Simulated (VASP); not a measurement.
The system is Te2Mo, a slab with vacuum.

```
Te Mo
1.0
     3.56023    0.00000    0.00000
    -1.78012    3.08325    0.00000
     0.00000    0.00000   17.52406
Te Mo
2 1
Cartesian
  0.0000 2.0555 15.7341
  0.0000 2.0555 1.7900
  0.0000 0.0000 0.0000
```

Base run:

* Program: VASP 6.6.1
* Functional: r2SCAN
* Potentials or basis: VASP PAW PBE potentials, release 64 (Te, Mo_sv)
* Cutoff: 520 eV
* k mesh: 9 × 9 × 2
* Occupations: fermi-dirac, width 0.1 eV
* Spin: no spin polarisation

Its results: band gap on the k mesh 1.13 eV, direct; largest force 0.019 eV/Å.

Problem. The run is repeated on the same cell with these changes: k mesh from 9 × 9 × 2 to 7 × 7 × 2. What comes out?

Solution. Band gap on the k mesh 1.47 eV, direct; largest force 0.019 eV/Å.

Caveats: the PAW data sets were made with another functional, which shifts forces and pressure a little; spin-orbit coupling is left out, which moves the levels of the heavy elements.

A k mesh can miss the band edges.
